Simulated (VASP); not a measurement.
**AlRu: single point with PBEsol**

Crystal: AlRu.

```
CELL_PARAMETERS angstrom
2.99160 0.00000 0.00000
0.00000 2.99160 0.00000
0.00000 0.00000 2.99160
ATOMIC_POSITIONS crystal
Al 0.00000 0.00000 0.12535
Ru 0.50000 0.50000 0.50000
```

This cell differs from its parent crystal: one atom moved.

```
Program             : VASP 6.6.1
Task                : single point
Functional          : PBEsol
Potentials or basis : VASP PAW PBE potentials, release 64 (Al, Ru_pv)
Cutoff              : 520 eV
k mesh              : 12 × 12 × 12
Occupations         : gaussian, width 0.1 eV
Spin                : no spin polarisation
```

```json
{
 "Pressure": "7.0 GPa",
 "Largest force": "2.783 eV/Å",
 "Band gap on the k mesh": "zero (an odd number of electrons rules out a gap without spin polarisation)"
}
```

Forces on the atoms (eV/Å):
```
Al   0.000  0.000 -2.783
Ru   0.000  0.000  2.783
```

Stress tensor (GPa, compression positive):
```
10.65  0.00  0.00
 0.00 10.65  0.00
 0.00  0.00 -0.29
```

Levels at points of the mesh, in eV from the Fermi level:
| k point | band 5 | band 6 | band 7 | band 8 | band 9 | band 10 | band 11 | band 12 | band 13 | band 14 |
| --- | --- | --- | --- | --- | --- | --- | --- | --- | --- | --- |
| (0.00, 0.00, 0.00) | -3.72 | -3.58 | 0.03 | 0.22 | 0.22 | 6.31 | 6.31 | 6.45 | 11.11 | 11.42 |
| (0.50, 0.00, 0.00) | -5.36 | -2.85 | -1.79 | -1.46 | 0.43 | 2.26 | 7.59 | 11.22 | 11.43 | 11.80 |
| (0.00, 0.00, 0.50) | -5.05 | -2.99 | -1.49 | -1.49 | 0.27 | 2.47 | 7.97 | 10.73 | 10.73 | 12.16 |
| (0.50, 0.50, 0.00) | -2.84 | -1.78 | -1.78 | -0.41 | -0.41 | 1.53 | 5.16 | 5.87 | 12.08 | 12.16 |
| (0.00, 0.50, 0.50) | -3.42 | -1.38 | -1.27 | -1.09 | -0.87 | 1.55 | 5.42 | 6.08 | 11.00 | 12.16 |
| (0.50, 0.50, 0.50) | -4.46 | -4.46 | 1.62 | 1.66 | 2.48 | 3.94 | 3.94 | 4.47 | 8.84 | 8.84 |

Wall time 32 s on 1 thread of AMD EPYC 9R45 (Zen 5), on a shared host, peak memory 0.17 GiB.

Caveat: the cell differs from its parent crystal (one atom moved); the cell stands under pressure; the PAW data sets were made with another functional, which shifts forces and pressure a little.
